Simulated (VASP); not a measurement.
# SnSe (Fm-3m) in VASP: single point with PBE+D3(BJ)

Aim: the single point of SnSe with PBE+D3(BJ).

Program: VASP 6.6.1. These are calculated values, not measurements. Logs are shortened: lines on timing, memory, paths and dates and some standing lists are left out, and cuts for length are marked.

## Step 1: The cell of the first run

The structure is cubic, space group Fm-3m (No. 225). Conventional cell: a = 6.020 Å, b = 6.020 Å, c = 6.020 Å, α = 90.00°, β = 90.00°, γ = 90.00°. Within 4.0 Å of Sn (site symmetry m-3m) lie 6 Se at 3.01 Å. Within 4.0 Å of Se (site symmetry m-3m) lie 6 Sn at 3.01 Å.

## Step 2: Single point, PBE+D3(BJ)

Contents of INCAR:

```
SYSTEM = SnSe
PREC = Accurate ; ENCUT = 520
EDIFF = 1E-6 ; ISMEAR = 0
SIGMA = 0.05 ; LREAL = .FALSE.
LASPH = .TRUE. ; NELM = 60
ALGO = Normal ; ISIF = 2
LWAVE = .FALSE. ; LCHARG = .FALSE.
GGA = PE ; IVDW = 12
NBANDS = 17
```

Contents of KPOINTS:

```
Automatic mesh
0
G
  12 12 12
  0 0 0
```

Contents of POSCAR:

```
SnSe
1.0
    0.0000000000      3.0100000000      3.0100000000
    3.0100000000      0.0000000000      3.0100000000
    3.0100000000      3.0100000000      0.0000000000
Sn Se
1 1
Direct
    0.0000000000      0.0000000000      0.0000000000
    0.5000000000      0.5000000000      0.5000000000
```

Potentials or basis: VASP PAW PBE potentials, release 64 (Sn_d, Se).

Command:

```sh
$ cat potpaw_PBE.64/Sn_d/POTCAR potpaw_PBE.64/Se/POTCAR > POTCAR
$ mpirun -np 1 vasp_std > vasp.out
```

OUTCAR:

```text
SYSTEM = SnSe
   PREC = Accurate
   ENCUT = 520
   EDIFF = 1E-6
   ISMEAR = 0
   LREAL = .FALSE.
   LASPH = .TRUE.
   NELM = 60
   ISIF = 2
   GGA = PE
   IVDW = 12
 IVDW          = 12

 ion  position               nearest neighbor table
   1  0.000  0.000  0.000-   2 3.01   2 3.01   2 3.01   2 3.01   2 3.01   2 3.01
   2  0.500  0.500  0.500-   1 3.01   1 3.01   1 3.01   1 3.01   1 3.01   1 3.01

  LATTYP: Found a face centered cubic cell.
 ALAT       =     6.0200000000

  Lattice vectors:

 A1 = (   0.0000000000,   3.0100000000,   3.0100000000)
 A2 = (   3.0100000000,   0.0000000000,   3.0100000000)
 A3 = (   3.0100000000,   3.0100000000,   0.0000000000)

Analysis of symmetry for initial positions (statically):
=====================================================================
 Subroutine PRICEL returns:
 Original cell was already a primitive cell.

 Routine SETGRP: Setting up the symmetry group for a
 face centered cubic supercell.

 Subroutine GETGRP returns: Found 48 space group operations
[... 9 lines left out ...]

 Routine SETGRP: Setting up the symmetry group for a
 face centered cubic supercell.

 Subroutine GETGRP returns: Found 48 space group operations
[... 11 lines left out ...]
                                     Primitive cell

  volume of cell :      54.5418

  direct lattice vectors                    reciprocal lattice vectors
     0.000000000  3.010000000  3.010000000    -0.166112957  0.166112957  0.166112957
     3.010000000  0.000000000  3.010000000     0.166112957 -0.166112957  0.166112957
     3.010000000  3.010000000  0.000000000     0.166112957  0.166112957 -0.166112957

  length of vectors
     4.256782823  4.256782823  4.256782823     0.287716081  0.287716081  0.287716081

  position of ions in fractional coordinates (direct lattice)
     0.000000000  0.000000000  0.000000000
     0.500000000  0.500000000  0.500000000

  ion indices of the primitive-cell ions
   primitive index   ion index
                 1           1
                 2           2

----------------------------------------------------------------------------------------

 KPOINTS: Automatic mesh

Automatic generation of k-mesh.
 Grid dimensions read from file:
 generate k-points for:   12   12   12

 Generating k-lattice:

  Cartesian coordinates                     Fractional coordinates (reciprocal lattice)
    -0.013842746  0.013842746  0.013842746     0.083333333  0.000000000  0.000000000
     0.013842746 -0.013842746  0.013842746     0.000000000  0.083333333  0.000000000
     0.013842746  0.013842746 -0.013842746     0.000000000  0.000000000  0.083333333

  Length of vectors
     0.023976340  0.023976340  0.023976340

  Shift w.r.t. Gamma in fractional coordinates (k-lattice)
     0.000000000  0.000000000  0.000000000

 Subroutine IBZKPT returns following result:
 ===========================================

 Found     72 irreducible k-points:

 Following reciprocal coordinates:
            Coordinates               Weight
  0.000000  0.000000  0.000000      1.000000
  0.083333  0.000000  0.000000      8.000000
  0.166667  0.000000  0.000000      8.000000
  0.250000  0.000000  0.000000      8.000000
  0.333333  0.000000  0.000000      8.000000
  0.416667  0.000000  0.000000      8.000000
[... 16 lines left out ...]
  0.500000  0.166667  0.000000     24.000000
 -0.416667  0.166667  0.000000     24.000000
 [... further k-points ...]
   k-points           NKPTS =     72   k-points in BZ     NKDIM =     72   number of bands    NBANDS=     17
   number of dos      NEDOS =    301   number of ions     NIONS =      2
   total plane-waves  NPLWV =  32768
   dimension x,y,z NGX =    32 NGY =   32 NGZ =   32
   dimension x,y,z NGXF=    64 NGYF=   64 NGZF=   64
   ions per type =               1   1
   NGX,Y,Z   is equivalent  to a cutoff of  12.50, 12.50, 12.50 a.u.
   NGXF,Y,Z  is equivalent  to a cutoff of  24.99, 24.99, 24.99 a.u.
 SYSTEM =  SnSe
   PREC   = accura    normal or accurate (medium, high low for compatibility)
   ISTART =      0    job   : 0-new  1-cont  2-samecut
   ICHARG =      2    charge: 1-file 2-atom 10-const
   ISPIN  =      1    spin polarized calculation?
   LNONCOLLINEAR =      F non collinear calculations
   LSORBIT =      F    spin-orbit coupling
   LASPH  =      T    aspherical Exc in radial PAW
   ENCUT  =  520.0 eV  38.22 Ry    6.18 a.u.   7.91  7.91  7.91*2*pi/ulx,y,z
   NELM   =     60;   NELMIN=  2; NELMDL= -5     # of ELM steps
   EDIFF  = 0.1E-05   stopping-criterion for ELM
   LREAL  =      F    real-space projection
[... 7 lines left out ...]
   TEBEG  =    0.0;   TEEND  =   0.0 temperature during run
   PSTRESS=    0.0 pullay stress
   NELECT =      20.0000    total number of electrons
   NUPDOWN=      -1.0000    fix difference up-down
   EMIN   =  10.00;   EMAX   =-10.00  energy-range for DOS
   EFERMI =   0.00;   METHOD = LEGACY
   ISMEAR =     0;   SIGMA  =   0.05  broadening in eV -4-tet -1-fermi 0-gaus
   EFERMI_NEDOS =   21; number of points for ismear=-14 and -15
   IALGO  =     38    algorithm
   IMIX   =      4    mixing-type and parameters
     AMIX     =   0.40;   BMIX     =  1.00
     AMIX_MAG =   1.60;   BMIX_MAG =  1.00
  volume/ion in A,a.u.               =      27.27       184.03
  Fermi-wavevector in a.u.,A,eV,Ry     =   1.171768  2.214321 18.681350  1.373040
  Thomas-Fermi vector in A             =   2.308207
   LORBIT       =      0    0 simple, 1 ext, 2 COOP (PROOUT), +10 PAW based schemes
   GGA     = PE    functional components
   LHFCALC =     F    Hartree Fock is set to
   AEXX    =    0.0000 exact exchange contribution
   IVDW    =    12    specifies the selected vdW correction
   LEPSILON=     F    determine dielectric tensor
   LRPA    =     F    only Hartree local field effects (RPA)
 non-spin polarized calculation
 Gauss-broadening in eV      SIGMA  =   0.05
  energy-cutoff  :      520.00
  volume of cell :       54.54
 maximum number of plane-waves:      1484
   NGX = 15   NGY = 15   NGZ = 15

 number of electron      20.0000005 magnetization

 Free energy of the ion-electron system (eV)
  ---------------------------------------------------
  ext. energy  EPLUGINS =         0.00000000
  ---------------------------------------------------
  free energy    TOTEN  =        -8.21121956 eV

  energy without entropy =       -8.21121956  energy(sigma->0) =       -8.21121956

 E-fermi :   5.7762     XC(G=0):  -9.5965

 val. band max:        5.5873579610   @ k =   0.5000   0.0000   0.0000
 cond. band min:       5.9765272787   @ k =  -0.4167   0.0833   0.0000
 fundamental gap:      0.3891693177
 Fermi energy:         5.7761953155

 k-point     1 :       0.0000    0.0000    0.0000
  band No.  band energies     occupation
      1     -16.0149      2.00000
      2     -16.0149      2.00000
      3     -16.0149      2.00000
      4     -16.0126      2.00000
      5     -16.0126      2.00000
      6      -8.2724      2.00000
[... 9 lines left out ...]
     16      11.4561      0.00000
     17      13.7460      0.00000

 k-point     2 :       0.0833    0.0000    0.0000
  band No.  band energies     occupation
      1     -16.0147      2.00000
      2     -16.0145      2.00000
      3     -16.0145      2.00000
      4     -16.0126      2.00000
      5     -16.0126      2.00000
      6      -8.2232      2.00000
[... 9 lines left out ...]
     16      11.6301      0.00000
     17      14.2431      0.00000

 k-point     3 :       0.1667    0.0000    0.0000
  band No.  band energies     occupation
      1     -16.0152      2.00000
      2     -16.0152      2.00000
      3     -16.0143      2.00000
      4     -16.0110      2.00000
      5     -16.0110      2.00000
      6      -8.0819      2.00000
[... 9 lines left out ...]
     16      12.0836      0.00000
     17      15.4147      0.00000

 k-point     4 :       0.2500    0.0000    0.0000
  band No.  band energies     occupation
      1     -16.0171      2.00000
      2     -16.0170      2.00000
      3     -16.0137      2.00000
      4     -16.0080      2.00000
      5     -16.0080      2.00000
      6      -7.8691      2.00000
[... 9 lines left out ...]
     16      12.7841      0.00000
     17      16.9230      0.00000

 k-point     5 :       0.3333    0.0000    0.0000
  band No.  band energies     occupation
      1     -16.0190      2.00000
      2     -16.0190      2.00000
      3     -16.0130      2.00000
      4     -16.0048      2.00000
      5     -16.0048      2.00000
      6      -7.6262      2.00000
[... 9 lines left out ...]
     16      13.7155      0.00000
     17      17.4405      0.00000

 k-point     6 :       0.4167    0.0000    0.0000
  band No.  band energies     occupation
      1     -16.0204      2.00000
      2     -16.0204      2.00000
      3     -16.0126      2.00000
      4     -16.0024      2.00000
      5     -16.0024      2.00000
      6      -7.4219      2.00000
[... 9 lines left out ...]
     16      14.8402      0.00000
     17      16.4584      0.00000
[... 281 lines left out ...]
 k-point    21 :       0.3333    0.1667    0.0000
  band No.  band energies     occupation
      1     -16.0229      2.00000
      2     -16.0157      2.00000
      3     -16.0131      2.00000
      4     -16.0066      2.00000
      5     -16.0038      2.00000
      6      -7.6480      2.00000
[... 9 lines left out ...]
     16      14.6203      0.00000
     17      16.1830      0.00000

 k-point    22 :       0.4167    0.1667    0.0000
  band No.  band energies     occupation
      1     -16.0245      2.00000
      2     -16.0149      2.00000
      3     -16.0138      2.00000
      4     -16.0053      2.00000
      5     -16.0016      2.00000
      6      -7.4310      2.00000
[... 9 lines left out ...]
     16      15.6612      0.00000
     17      16.5884      0.00000

 k-point    23 :       0.5000    0.1667    0.0000
  band No.  band energies     occupation
      1     -16.0249      2.00000
      2     -16.0166      2.00000
      3     -16.0118      2.00000
      4     -16.0045      2.00000
      5     -16.0009      2.00000
      6      -7.2785      2.00000
[... 9 lines left out ...]
     16      15.9738      0.00000
     17      16.3408      0.00000

 k-point    24 :      -0.4167    0.1667    0.0000
  band No.  band energies     occupation
      1     -16.0239      2.00000
      2     -16.0177      2.00000
      3     -16.0106      2.00000
      4     -16.0042      2.00000
      5     -16.0020      2.00000
      6      -7.2556      2.00000
[... 9 lines left out ...]
     16      14.7540      0.00000
     17      17.1062      0.00000

 [... further k-points ...]

------------------------ aborting loop because EDIFF is reached ----------------------------------------

 Edisp (eV)   -0.70660

 E8    (eV) :    -0.3185

  FORCE on cell =-STRESS in cart. coord.  units (eV):
  Direction    XX          YY          ZZ          XY          YZ          ZX
  --------------------------------------------------------------------------------------
  -------------------------------------------------------------------------------------
  Total      -0.36787    -0.36787    -0.36787    -0.00000    -0.00000     0.00000
  in kB     -10.80612   -10.80612   -10.80612    -0.00000    -0.00000     0.00000
  external pressure =      -10.81 kB  Pullay stress =        0.00 kB

 VOLUME and BASIS-vectors are now :
 -----------------------------------------------------------------------------
  energy-cutoff  :      520.00
  volume of cell :       54.54
      direct lattice vectors                 reciprocal lattice vectors
     0.000000000  3.010000000  3.010000000    -0.166112957  0.166112957  0.166112957
     3.010000000  0.000000000  3.010000000     0.166112957 -0.166112957  0.166112957
     3.010000000  3.010000000  0.000000000     0.166112957  0.166112957 -0.166112957

 POSITION                                       TOTAL-FORCE (eV/Angst)
 -----------------------------------------------------------------------------------
      0.00000      0.00000      0.00000         0.000000      0.000000     -0.000000
      3.01000      3.01000      3.01000         0.000000     -0.000000      0.000000
 -----------------------------------------------------------------------------------
    total drift:                                0.000000     -0.000000     -0.000000

  FREE ENERGIE OF THE ION-ELECTRON SYSTEM (eV)
  ---------------------------------------------------
  free  energy   TOTEN  =        -8.9178148935 eV

  energy  without entropy=       -8.9178148934  energy(sigma->0) =       -8.91781489
```

Run time: 58 s. Hardware: 1 thread of AMD EPYC 7R43 (Zen 3), shared host; peak memory 0.18 GiB.

Results:

```yaml
Free_energy: -8.9178 eV
Pressure: -1.1 GPa
Band_gap_on_the_k_mesh: 0.39 eV, indirect (least direct gap 0.44 eV)
Dispersion_energy_per_atom: -0.353 eV
```

Caveat: spin-orbit coupling is left out, which moves the levels of the heavy elements.
